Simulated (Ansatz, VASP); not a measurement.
**HPbNO4: VASP beside Ansatz**

```
H Pb N O
1.0
     3.85707    0.00178   -0.03658
     0.17353    4.33436   -0.01647
     0.75803    0.83873    5.87662
H Pb N O
1 1 1 4
Cartesian
  2.6784 4.0493 1.1289
  3.2640 2.7055 5.3570
  3.1776 1.4531 2.9117
  1.3252 2.6900 4.5562
  2.9731 4.6255 2.8902
  2.3661 4.0462 0.1903
  3.3249 2.1006 1.8421
```

Alike in both runs: task relaxation of cell and atoms; functional PBE; dispersion D3(BJ); k mesh 4 × 4 × 3; occupations fermi-dirac, width 0.05 eV; no spin polarisation.

|  | VASP | Ansatz |
| --- | --- | --- |
| version | VASP 6.6.1 | Ansatz 0.2.0 |
| potentials or method | VASP PAW PBE potentials, release 64 (H, Pb_d, N, O), cutoff 600 eV | all-electron PAW datasets made for the crystal |

Ansatz gave:

| Quantity | Value |
| --- | --- |
| gap on the k mesh at the Fermi level, each at its own relaxed structure (eV) | 0.68 |
| relaxed volume (Å³/atom) | 12.97 |
| relaxed cell length with the largest relative difference (Å) | 5.911 |

Estimate VASP's values.

gap on the k mesh at the Fermi level, each at its own relaxed structure (eV): 0.73; relaxed volume (Å³/atom): 12.71; relaxed cell length with the largest relative difference (Å): 5.867.

Ansatz ran all-electron here, and VASP with PAW potentials.

Neither program's run includes spin-orbit coupling. Noted on VASP's run: the standard files for N, O and F lose accuracy on very short bonds.
